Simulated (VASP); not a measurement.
# ScAl3N4 (P1) in VASP: further runs

The runs below take ScAl3N4 through single point, with LDA.

Everything below comes from runs of VASP 6.6.1. Logs are shortened: lines on timing, memory, paths and dates and some standing lists are left out, and cuts for length are marked.

## (1) The cell of the first run

The typed cell holds 16 atoms: a = 5.547 Å, b = 5.829 Å, c = 6.470 Å, α = 106.10°, β = 89.98°, γ = 118.29°.

## (2) Single point, LDA

The input, INCAR:

```
  PREC = Accurate
  ENCUT = 520
  EDIFF = 1E-6
  ISMEAR = 0
  SIGMA = 0.1
  LREAL = Auto
  LASPH = T
  NELM = 60
  ALGO = Normal
  ISIF = 2
  LWAVE = F
  LCHARG = F
  NBANDS = 54
```

The input, KPOINTS:

```
regular mesh
0
Gamma
  4 4 4
```

The input, POSCAR:

```
ScAl3N4
1.0
    4.8042954773     -2.7726901896     -0.0065960115
   -3.2055521934     -0.0166233216     -4.8681270093
    3.2359726548      5.6027268551     -0.0010361905
Sc Al N
2 6 8
Direct
    0.3508068021      0.0385743383      0.0020114668
    0.9425545805      0.5280906777      0.1343245458
    0.8198973349     -0.0104937439      0.2548642602
    0.3351727909      0.0011056034      0.5072521084
    0.8404600481      0.0047519931      0.7426254868
    0.4068131348      0.4901831666      0.3863505265
    0.9175918925      0.4992835692      0.6247422241
    0.4201932829      0.5153705374      0.8658392262
    0.5989254924      0.5897088218      0.1511895592
    0.1544514324      0.6165243601      0.4273273293
    0.6487727051      0.6145159553      0.6490975568
    0.1487313224      0.6194376344      0.8845448652
    0.7514933114      0.1038485382      0.0259167553
    0.1998904648      0.0918403067      0.2934752652
    0.7161107038      0.1103780888      0.5271986660
    0.2201347009      0.1308801529      0.7592401581
```

Potentials or basis: VASP PAW LDA potentials, release 64 (Sc_sv, Al, N).

Launch:

```
$ cat potpaw_LDA.64/Sc_sv/POTCAR potpaw_LDA.64/Al/POTCAR potpaw_LDA.64/N/POTCAR > POTCAR
$ mpirun -np 1 vasp_std > vasp.out
```

OUTCAR:

```text
PREC = Accurate
   ENCUT = 520
   EDIFF = 1E-6
   ISMEAR = 0
   LREAL = Auto
   LASPH = T
   NELM = 60
   ISIF = 2

 ion  position               nearest neighbor table
   1  0.351  0.039  0.002-  16 2.03  12 2.04  14 2.07  13 2.07   6 2.97   8 3.00   2 3.07   2 3.12
                             8 3.14   4 3.15   5 3.19   7 3.19   3 3.24   5 3.25   3 3.30   4 3.33
   2  0.943  0.528  0.134-  12 2.03  10 2.03  13 2.07   9 2.10   4 2.96   3 2.98   1 3.07   1 3.12
                             6 3.18   5 3.18   8 3.19   3 3.20   7 3.22   7 3.25   6 3.33   8 3.34
   3  0.820  0.990  0.255-  13 1.89  14 1.89  15 1.90   9 1.95   2 2.98   8 3.04   7 3.06   6 3.08
                             6 3.08   5 3.13   4 3.16   2 3.20   1 3.24   4 3.26   1 3.30   5 3.34
   4  0.335  0.001  0.507-  16 1.85  10 1.88  14 1.88  15 1.89   2 2.96   6 3.01   7 3.05   7 3.05
                             8 3.06   6 3.08   5 3.14   1 3.15   3 3.16   5 3.18   3 3.26   1 3.33
   5  0.840  0.005  0.743-  16 1.86  11 1.90  13 1.90  15 1.92   7 3.02   8 3.03   7 3.06   6 3.07
                             8 3.07   3 3.13   4 3.14   4 3.18   2 3.18   1 3.19   1 3.25   3 3.34
   6  0.407  0.490  0.386-  10 1.85  11 1.90   9 1.92  14 1.94   1 2.97   4 3.01   8 3.06   5 3.07
                             3 3.08   4 3.08   3 3.08   7 3.14   2 3.18   7 3.20   2 3.33
   7  0.918  0.499  0.625-  10 1.86  12 1.86  11 1.89  15 1.90   5 3.02   4 3.05   4 3.05   3 3.06
                             5 3.06   6 3.14   8 3.14   1 3.19   8 3.20   6 3.20   2 3.22   2 3.25
   8  0.420  0.515  0.866-  12 1.86  16 1.87  11 1.91   9 1.93   1 3.00   5 3.03   3 3.04   6 3.06
                             4 3.06   5 3.07   1 3.14   7 3.14   2 3.19   7 3.20   2 3.34
   9  0.599  0.590  0.151-   6 1.92   8 1.93   3 1.95   2 2.10
  10  0.154  0.617  0.427-   6 1.85   7 1.86   4 1.88   2 2.03
  11  0.649  0.615  0.649-   7 1.89   6 1.90   5 1.90   8 1.91
  12  0.149  0.619  0.885-   7 1.86   8 1.86   2 2.03   1 2.04
  13  0.751  0.104  0.026-   3 1.89   5 1.90   1 2.07   2 2.07
  14  0.200  0.092  0.293-   4 1.88   3 1.89   6 1.94   1 2.07
  15  0.716  0.110  0.527-   4 1.89   7 1.90   3 1.90   5 1.92
  16  0.220  0.131  0.759-   4 1.85   5 1.86   8 1.87   1 2.03

  LATTYP: Found a triclinic cell.
 ALAT       =     5.8287650303
 B/A-ratio  =     0.9516580263
 C/A-ratio  =     1.1100276392
 COS(alpha) =     0.0003329617
 COS(beta)  =     0.2773916643
 COS(gamma) =     0.4739010117

  Lattice vectors:

 A1 = (   3.2055521934,   0.0166233216,   4.8681270093)
 A2 = (   4.8042954773,  -2.7726901896,  -0.0065960115)
 A3 = (   3.2359726548,   5.6027268551,  -0.0010361905)

Analysis of symmetry for initial positions (statically):
=====================================================================
 Subroutine PRICEL returns:
 Original cell was already a primitive cell.

 Routine SETGRP: Setting up the symmetry group for a
 triclinic supercell.

 Subroutine GETGRP returns: Found  1 space group operations
 (whereof  1 operations were pure point group operations)
 out of a pool of  2 trial point group operations.

The static configuration has the point symmetry C_1 .

Analysis of symmetry for dynamics (positions and initial velocities):
=====================================================================
 Subroutine PRICEL returns:
 Original cell was already a primitive cell.

 Routine SETGRP: Setting up the symmetry group for a
 triclinic supercell.

 Subroutine GETGRP returns: Found  1 space group operations
 (whereof  1 operations were pure point group operations)
 out of a pool of  2 trial point group operations.

The dynamic configuration has the point symmetry C_1 .

 Subroutine INISYM returns: Found  1 space group operations
 (whereof  1 operations are pure point group operations),
 and found     1 'primitive' translations

----------------------------------------------------------------------------------------

                                     Primitive cell

  volume of cell :     174.8421

  direct lattice vectors                    reciprocal lattice vectors
     4.804295477 -2.772690190 -0.006596012     0.155996799 -0.090118171 -0.102412656
    -3.205552193 -0.016623322 -4.868127009    -0.000227798  0.000093606 -0.205268132
     3.235972655  5.602726855 -0.001036190     0.077199374  0.133886910 -0.051291240

  length of vectors
     5.546991025  5.828765030  6.470090286     0.207230882  0.205268280  0.162838077

  position of ions in fractional coordinates (direct lattice)
     0.350806802  0.038574338  0.002011467
     0.942554581  0.528090678  0.134324546
     0.819897335  0.989506256  0.254864260
     0.335172791  0.001105603  0.507252108
     0.840460048  0.004751993  0.742625487
     0.406813135  0.490183167  0.386350527
[... 8 lines left out ...]
     0.716110704  0.110378089  0.527198666
     0.220134701  0.130880153  0.759240158

  ion indices of the primitive-cell ions
   primitive index   ion index
[... 86 lines left out ...]
     AMIX_MAG =   1.60;   BMIX_MAG =  1.00
  volume/ion in A,a.u.               =      10.93        73.74
  Fermi-wavevector in a.u.,A,eV,Ry     =   1.261507  2.383902 21.652295  1.591399
  Thomas-Fermi vector in A             =   2.394962
   LORBIT       =      0    0 simple, 1 ext, 2 COOP (PROOUT), +10 PAW based schemes
   GGA     = CA    functional components
   LHFCALC =     F    Hartree Fock is set to
   AEXX    =    0.0000 exact exchange contribution
   IVDW    =     0    specifies the selected vdW correction
   LEPSILON=     F    determine dielectric tensor
   LRPA    =     F    only Hartree local field effects (RPA)
 non-spin polarized calculation
 Gauss-broadening in eV      SIGMA  =   0.10
  energy-cutoff  :      520.00
  volume of cell :      174.84
 maximum number of plane-waves:      4733
 NGX is ok and might be reduce to    42
   NGX = 21   NGY = 21   NGZ = 25

 number of electron      80.0000000 magnetization

 Free energy of the ion-electron system (eV)
  ---------------------------------------------------
  ext. energy  EPLUGINS =         0.00000000
  ---------------------------------------------------
  free energy    TOTEN  =      -136.56327754 eV

  energy without entropy =     -136.56327754  energy(sigma->0) =     -136.56327754

 E-fermi :   5.8014     XC(G=0): -11.3542

 val. band max:        5.3545293975   @ k =   0.0000   0.0000   0.0000
 cond. band min:       8.6736349911   @ k =   0.0000  -0.2500   0.2500
 fundamental gap:      3.3191055936
 Fermi energy:         5.8014166089

 k-point     1 :       0.0000    0.0000    0.0000
  band No.  band energies     occupation
      1     -40.9906      2.00000
      2     -40.9038      2.00000
      3     -20.3408      2.00000
      4     -20.1686      2.00000
      5     -20.1403      2.00000
      6     -20.0794      2.00000
[... 44 lines left out ...]
     51      11.8191      0.00000
     52      11.8844      0.00000

 k-point     2 :       0.2500    0.0000   -0.0000
  band No.  band energies     occupation
      1     -40.9869      2.00000
      2     -40.9075      2.00000
      3     -20.3007      2.00000
      4     -20.1693      2.00000
      5     -20.1403      2.00000
      6     -20.0759      2.00000
[... 44 lines left out ...]
     51      11.9434      0.00000
     52      12.3090      0.00000

 k-point     3 :       0.5000    0.0000   -0.0000
  band No.  band energies     occupation
      1     -40.9828      2.00000
      2     -40.9116      2.00000
      3     -20.2255      2.00000
      4     -20.2083      2.00000
      5     -20.1366      2.00000
      6     -20.0727      2.00000
[... 44 lines left out ...]
     51      12.2614      0.00000
     52      12.4845      0.00000
[... 1046 lines left out ...]
 k-point    23 :       0.0000   -0.2500    0.2500
  band No.  band energies     occupation
      1     -40.9869      2.00000
      2     -40.9075      2.00000
      3     -20.3006      2.00000
      4     -20.1691      2.00000
      5     -20.1393      2.00000
      6     -20.0757      2.00000
[... 44 lines left out ...]
     51      11.8306      0.00000
     52      12.3676      0.00000

 k-point    24 :       0.2500   -0.2500    0.2500
  band No.  band energies     occupation
      1     -40.9905      2.00000
      2     -40.9038      2.00000
      3     -20.3420      2.00000
      4     -20.1713      2.00000
      5     -20.1432      2.00000
      6     -20.0798      2.00000
[... 44 lines left out ...]
     51      11.8807      0.00000
     52      12.1882      0.00000

 [... further k-points ...]

 [bands above 52 left out]

------------------------ aborting loop because EDIFF is reached ----------------------------------------

  FORCE on cell =-STRESS in cart. coord.  units (eV):
  Direction    XX          YY          ZZ          XY          YZ          ZX
  --------------------------------------------------------------------------------------
  -------------------------------------------------------------------------------------
  Total        0.9065622      0.9149145      0.5774813      0.0169773     -0.0046602     -0.0203772
  in kB        8.3073447      8.3838817      5.2917899      0.1555727     -0.0427037     -0.1867275
  external PRESSURE =       7.3276721 kB  Pullay stress =       0.0000000 kB

 VOLUME and BASIS-vectors are now :
 -----------------------------------------------------------------------------
  energy-cutoff  :      520.00
  volume of cell :      174.84
      direct lattice vectors                 reciprocal lattice vectors
     4.804295477 -2.772690190 -0.006596012     0.155996799 -0.090118171 -0.102412656
    -3.205552193 -0.016623322 -4.868127009    -0.000227798  0.000093606 -0.205268132
     3.235972655  5.602726855 -0.001036190     0.077199374  0.133886910 -0.051291240

 POSITION                                       TOTAL-FORCE (eV/Angst)
 -----------------------------------------------------------------------------------
      1.56824     -0.96205     -0.19010         0.009123     -0.002250     -0.025984
      3.27016     -1.86961     -2.57717        -0.035183      0.004566     -0.012993
      1.59185     -0.86184     -4.82271        -0.012842      0.006565      0.003067
      3.24818      1.91265     -0.00812         0.017866     -0.004494      0.000008
      6.42570      1.83031     -0.02945        -0.011084      0.009048      0.004581
      1.63336      1.02850     -2.38936         0.020361     -0.002253      0.015815
[... 8 lines left out ...]
      4.79259      0.96636     -0.54260         0.003389     -0.001732      0.003246
      3.09493      3.64127     -0.63938        -0.051269     -0.033160     -0.005625
 -----------------------------------------------------------------------------------
    total drift:                                0.004345      0.001443      0.002532

  FREE ENERGIE OF THE ION-ELECTRON SYSTEM (eV)
  ---------------------------------------------------
  free  energy   TOTEN  =      -136.5632775383 eV

  energy  without entropy=     -136.5632775383  energy(sigma->0) =     -136.56327754
```

Run time: 7.1 min. Hardware: 1 thread of Intel Xeon Platinum 8488C (Sapphire Rapids), shared host; peak memory 0.37 GiB.

What came out:

```
Free energy            : -136.5633 eV
Pressure               : 0.7 GPa
Largest force          : 0.080 eV/Å
Band gap on the k mesh : 3.32 eV (least direct gap 3.68 eV)
```

Forces on the atoms (eV/Å):
```
Sc   0.009 -0.002 -0.026
Sc  -0.035  0.005 -0.013
Al  -0.013  0.007  0.003
Al   0.018 -0.004  0.000
Al  -0.011  0.009  0.005
Al   0.020 -0.002  0.016
Al  -0.014  0.009  0.003
Al   0.018 -0.018 -0.020
N   -0.055  0.026 -0.015
N    0.058  0.031 -0.021
N    0.001  0.005  0.005
N   -0.004 -0.057  0.034
N    0.057 -0.031  0.047
N    0.000  0.060 -0.015
N    0.003 -0.002  0.003
N   -0.051 -0.033 -0.006
```

A k mesh can miss the band edges.

## (3) Single point, LDA

This run uses another cell than the first one, of 11.37 Å³/atom.

The input, INCAR:

```
SYSTEM = ScAl3N4
PREC = Accurate
ENCUT = 520
EDIFF = 1E-6
ISMEAR = 0
SIGMA = 0.1
LREAL = Auto
LASPH = .True.
NELM = 80
ALGO = Normal
ISIF = 2
LWAVE = .False.
LCHARG = .False.
GGA = CA
NBANDS = 54
```

The input, KPOINTS:

```
regular mesh
0
Gamma
  4 4 4
  0 0 0
```

The input, POSCAR:

```
ScAl3N4
1.0
    4.8322500000     -2.7899008383      0.0000000000
   -3.2215000000      0.0000000000     -5.0615000000
    3.2215000000      5.5798016766      0.0000000000
Sc Al N
2 6 8
Direct
    0.3333333300      0.0000000000      0.0000000000
    0.9166666700      0.5000000000      0.1250000000
    0.8333333300      0.0000000000      0.2500000000
    0.3333333300      0.0000000000      0.5000000000
    0.8333333300      0.0000000000      0.7500000000
    0.4166666700      0.5000000000      0.3750000000
    0.9166666700      0.5000000000      0.6250000000
    0.4166666700      0.5000000000      0.8750000000
    0.6423333300      0.6180000000      0.1545000000
    0.1423333300      0.6180000000      0.4045000000
    0.6423333300      0.6180000000      0.6545000000
    0.1423333300      0.6180000000      0.9045000000
    0.7256666700      0.1180000000      0.0295000000
    0.2256666700      0.1180000000      0.2795000000
    0.7256666700      0.1180000000      0.5295000000
    0.2256666700      0.1180000000      0.7795000000
```

Potentials or basis: VASP PAW LDA potentials, release 64 (Sc_sv, Al, N).

Launch:

```
$ cat potpaw_LDA.64/Sc_sv/POTCAR potpaw_LDA.64/Al/POTCAR potpaw_LDA.64/N/POTCAR > POTCAR
$ mpirun -np 1 vasp_std > vasp.out
```

It took 7.7 min on 1 thread of Intel Xeon Platinum 8488C (Sapphire Rapids), shared host; peak memory 0.38 GiB.

The run converged. Its results:

```yaml
Free_energy: -134.9984 eV
Pressure: -1.9 GPa
Largest_force: 3.645 eV/Å
Band_gap_on_the_k_mesh: 3.94 eV (least direct gap 3.98 eV)
```

Forces on the atoms (eV/Å):
```
Sc  -0.028 -0.232 -0.572
Sc   0.233 -0.138 -0.665
Al   0.050  0.135 -0.150
Al  -0.007  0.162 -0.163
Al   0.019 -0.169 -0.177
Al  -0.052  0.285 -0.189
Al   0.131 -0.108 -0.093
Al  -0.250 -0.098 -0.125
N   -2.552  1.516 -0.571
N    2.473  1.449 -0.723
N    0.135 -0.114  0.131
N   -0.066 -2.731  2.229
N    2.517 -1.407  2.231
N    0.001  2.893 -0.583
N   -0.155  0.024  0.144
N   -2.448 -1.467 -0.725
```

Stress tensor (GPa, compression positive):
```
-2.84 -0.05 -0.09
-0.05 -2.89  0.18
-0.09  0.18  0.07
```

Levels at points of the mesh, in eV from the valence-band top:
```
           k point  band 38  band 39  band 40  band 41  band 42  band 43
(0.00, 0.00, 0.00)    -0.34    -0.26    -0.04     3.94     4.72     5.00
(0.50, 0.00, 0.00)    -0.24    -0.20    -0.14     4.59     4.81     5.11
(0.50, 0.50, 0.00)    -0.32    -0.13    -0.02     4.51     4.75     4.95
(0.00, 0.50, 0.00)    -0.44    -0.26    -0.10     4.56     4.75     5.16
(0.00, 0.00, 0.50)    -0.23    -0.14     0.00     4.99     5.18     5.33
(0.50, 0.00, 0.50)    -0.32    -0.21    -0.10     4.75     5.04     5.23
(0.50, 0.50, 0.50)    -0.29    -0.16    -0.14     4.80     4.86     5.15
(0.00, 0.50, 0.50)    -0.41    -0.38    -0.29     4.59     4.78     5.45
```

Caveat: forces of over 1 eV/Å act on the atoms, so gaps and moduli don't describe the material at rest.

## (4) Single point, LDA (atoms moved along the polar distortion)

The input, INCAR:

```
SYSTEM = ScAl3N4
PREC = Accurate
ENCUT = 520
EDIFF = 1E-6
ISMEAR = 0
SIGMA = 0.01
LREAL = Auto
LASPH = .True.
NELM = 80
ALGO = Normal
ISIF = 2
LWAVE = .False.
LCHARG = .True.
GGA = CA
LELF = .True.
LVHAR = .True.
NBANDS = 54
```

The input, KPOINTS:

```
Automatic mesh
0
Gamma
  6 6 4
  0 0 0
```

The input, POSCAR:

```
ScAl3N4
1.0
    4.8052704893     -2.7733765745     -0.0071344788
   -3.2058220830     -0.0169330400     -4.8598131143
    3.2373037387      5.6052829177     -0.0013837804
Sc Al N
2 6 8
Direct
    0.3564831359      0.0482380051      0.0077820927
    0.9444323813      0.5425323606      0.1368288122
    0.8390738273      0.0208433015      0.2593345049
    0.3477113365      0.0271042169      0.5107168944
    0.8505796432      0.0292712682      0.7526379630
    0.4244418518      0.5209230486      0.3879364510
    0.9305110116      0.5262800178      0.6315422868
    0.4319865496      0.5352266531      0.8765462697
    0.6048420597      0.5755723775      0.1459590559
    0.1357156974      0.5904084634      0.4104251955
    0.6325368291      0.5894213214      0.6448453648
    0.1326233999      0.5923481358      0.8868516334
    0.7267018711      0.0836756190      0.0208956118
    0.1979351364      0.0765311218      0.2804931216
    0.7071231597      0.0871703194      0.5216063332
    0.2093021096      0.0984537698      0.7615984089
```

Launch:

```
$ cat potpaw_LDA.64/Sc_sv/POTCAR potpaw_LDA.64/Al/POTCAR potpaw_LDA.64/N/POTCAR > POTCAR
$ mpirun -np 1 vasp_std > vasp.out
```

Run time: 12 min. Hardware: 1 thread of Intel Xeon 6975P-C (Granite Rapids), shared host; peak memory 0.53 GiB.

Results (log left out):

| Quantity | Value |
| --- | --- |
| Free energy | -135.0610 eV |
| Pressure | 2.6 GPa |
| Largest force | 1.893 eV/Å |
| Band gap on the k mesh | 2.63 eV (least direct gap 2.97 eV) |

Forces on the atoms (eV/Å):
```
Sc  -0.088  0.092  0.719
Sc   0.019  0.141  0.638
Al   0.125  0.077  0.808
Al  -0.186 -0.067  1.120
Al  -0.142 -0.052  1.066
Al   0.081 -0.053  0.830
Al   0.095 -0.089  1.177
Al   0.053 -0.075  1.031
N   -1.334  0.721 -0.654
N    1.172  0.856 -1.215
N    0.054  0.072 -1.109
N   -0.077 -1.517 -0.749
N    1.261 -0.800 -0.572
N    0.104  1.405 -0.691
N    0.030  0.035 -1.120
N   -1.167 -0.745 -1.278
```

Stress tensor (GPa, compression positive):
```
 10.37  -0.64  -0.04
 -0.64   9.67   0.47
 -0.04   0.47 -12.15
```

Levels at points of the mesh, in eV from the valence-band top:
| k point | band 37 | band 38 | band 39 | band 40 | band 41 | band 42 | band 43 | band 44 |
| --- | --- | --- | --- | --- | --- | --- | --- | --- |
| (0.00, 0.00, 0.00) | -1.45 | -1.28 | -1.15 | 0.00 | 2.97 | 3.36 | 3.53 | 3.91 |
| (0.50, 0.00, 0.00) | -1.22 | -1.16 | -1.06 | -0.86 | 3.48 | 3.72 | 3.90 | 4.13 |
| (0.00, 0.50, 0.00) | -1.67 | -1.36 | -1.16 | -1.05 | 3.27 | 3.45 | 3.73 | 4.37 |
| (0.50, 0.50, 0.00) | -1.19 | -1.09 | -1.02 | -0.92 | 3.47 | 3.70 | 3.97 | 4.14 |
| (0.00, 0.00, 0.50) | -1.27 | -1.20 | -0.65 | -0.58 | 3.46 | 3.82 | 4.13 | 4.36 |
| (0.50, 0.00, 0.50) | -1.28 | -1.09 | -1.00 | -0.92 | 3.50 | 3.74 | 3.94 | 4.38 |
| (0.00, 0.50, 0.50) | -1.72 | -1.57 | -1.44 | -1.24 | 2.87 | 2.94 | 4.25 | 4.31 |
| (0.50, 0.50, 0.50) | -1.24 | -1.16 | -1.00 | -0.96 | 3.48 | 3.76 | 4.11 | 4.17 |

Caveat: the cell differs from its parent crystal (atoms moved along the polar distortion); the stress differs along the axes, from -12 to 10 GPa; forces of over 1 eV/Å act on the atoms, so gaps and moduli don't describe the material at rest.

## (5) Summary

| cell | k mesh | smearing | gap on the mesh (eV) | pressure (GPa) | largest force (eV/Å) |
| --- | --- | --- | --- | --- | --- |
| a = 5.547, b = 5.829, c = 6.470 Å, angles 106.1, 90.0, 118.3°, 16 atoms, atomic positions A | 4 × 4 × 4 | gaussian 0.1 eV | 3.32 | 0.7 | 0.08 |
| a = 5.580, b = 6.000, c = 6.443 Å, angles 105.6, 90.0, 117.7°, 16 atoms, atomic positions B | 4 × 4 × 4 | gaussian 0.1 eV | 3.94 | -1.9 | 3.65 |
| a = 5.548, b = 5.822, c = 6.473 Å, angles 106.1, 90.0, 118.3°, 16 atoms, atomic positions C | 6 × 6 × 4 | gaussian 0.01 eV | 2.63 | 2.6 | 1.89 |

Alike in all rows: task single point; level LDA; potentials or basis VASP PAW LDA potentials, release 64 (Sc_sv, Al, N); no spin polarisation; cutoff (eV) 520.

Caveats: forces of over 1 eV/Å act on the atoms, so gaps and moduli don't describe the material at rest (at least some runs); the stress differs along the axes, from -12 to 10 GPa (at least some runs).

Total energies depend on the potentials used, so only differences within one code and one set of settings carry meaning.
